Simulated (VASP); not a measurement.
**MnO: single point with PBE**

MnO:

```xyz
8
Lattice="3.3288 0.0000 0.0000 -1.6644 2.8828 0.0000 0.0000 0.0000 9.2791" Properties=species:S:1:pos:R:3 pbc="T T T"
Mn    0.0000    0.0000    0.0000
Mn    0.0000    0.0000    2.3198
Mn    0.0000    0.0000    4.6395
Mn    0.0000    0.0000    6.9593
O     0.0000    1.9219    1.1599
O     1.6644    0.9609    3.4797
O     0.0000    1.9219    5.7994
O     1.6644    0.9609    8.1192
```

```yaml
Program: VASP 6.6.1
Task: single point
Functional: PBE
Potentials_or_basis: VASP PAW PBE potentials, release 64 (Mn_pv, O)
Cutoff: 520 eV
k_mesh: 7 × 7 × 2
Occupations: gaussian, width 0.05 eV
Spin: collinear spin, antiferromagnetic start
Starting_moments: "[5.0, 5.0, -5.0, -5.0, 0.0, 0.0, 0.0, 0.0] μB"
```

| Item | Value |
| --- | --- |
| Pressure | -0.4 GPa |
| Largest force | 1.761 eV/Å |
| Band gap on the k mesh | zero (filled and empty bands overlap) |
| Net moment | 0.00 μB per cell |
| Site moments | Mn +3.98, -3.98 (each value once); O +0.17, +0.00, -0.17 (each value once) μB |
| Valence electrons inside the program's atomic spheres | Mn 11.47; O 4.95, 4.94 (each value once) |

Forces in eV/Å, atoms in the order of the input:
```
Mn   0.000  0.000 -1.761
Mn   0.000  0.000  1.761
Mn   0.000  0.000 -1.761
Mn   0.000  0.000  1.761
O    0.000  0.000  0.000
O    0.000  0.000  0.000
O    0.000  0.000  0.000
O    0.000  0.000  0.000
```

Stress tensor (GPa, compression positive):
```
-15.47   0.00   0.00
  0.00 -15.47   0.00
  0.00   0.00  29.73
```

Levels at points of the mesh, in eV from the Fermi level:
Spin up:
| k point | band 35 | band 36 | band 37 | band 38 | band 39 | band 40 | band 41 | band 42 |
| --- | --- | --- | --- | --- | --- | --- | --- | --- |
| (0.00, 0.00, 0.00) | -0.93 | -0.93 | -0.27 | 0.18 | 0.18 | 1.03 | 1.03 | 1.05 |
| (0.00, 0.00, 0.50) | -0.80 | -0.80 | 0.11 | 0.11 | 0.53 | 1.06 | 1.06 | 1.73 |
Spin down:
```csv
k point,band 36,band 37,band 38,band 39,band 40,band 41
"(0.00, 0.00, 0.00)",-0.93,-0.27,0.18,0.18,1.03,1.03
"(0.00, 0.00, 0.50)",-0.80,0.11,0.11,0.53,1.06,1.06
```

It took 4 min on 1 thread of Intel Xeon 8259CL (shared host), peak memory 0.31 GiB.

Caveat: semilocal functionals often make such compounds metallic where correlation or magnetic order opens a gap, which also shifts bond lengths; forces of over 1 eV/Å act on the atoms, so gaps and moduli don't describe the material at rest. With open d or f shells a metallic result of PBE can be an artefact of self-interaction; +U or a hybrid may open a gap.
